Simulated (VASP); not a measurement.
Crystal: FeO.

```
Fe O
1.0
     0.00000    2.15540    2.15540
     2.15540    0.00000    2.15540
     2.15540    2.15540    0.00000
Fe O
1 1
Cartesian
  0.0000 0.0000 0.0000
  2.1554 2.1554 2.1554
```

Base run:

- Program: VASP 6.6.1
- Functional: LDA
- Potentials or basis: VASP PAW LDA potentials, release 64 (Fe_sv, O)
- Cutoff: 700 eV
- k mesh: 8 × 8 × 8
- Occupations: gaussian, width 0.05 eV
- Spin: collinear spin, ferromagnetic start
- Starting moments: [3.8, 0.25] μB
- Hubbard terms: Fe d U = 5.0 eV, J = 0.9 eV

Its results: band gap on the k mesh zero (filled and empty bands overlap); pressure -15.1 GPa; net moment 4.00 μB per cell.

Task: The run is repeated on the same cell with these changes: spin from collinear spin, ferromagnetic start to collinear spin, zero start; moments at the start from [3.8, 0.25] to [0.0, 0.0]. What comes out?

Result: Band gap on the k mesh 1.48 eV (least direct gap 1.95 eV); pressure -36.6 GPa; net moment 0.00 μB per cell.

Caveats: the cell stands under tension; a cell with one magnetic atom can't hold antiferromagnetic order, which such compounds often take (at least some runs); no moment was typed at the start, so none could form (at least some runs).

A k mesh can miss the band edges.
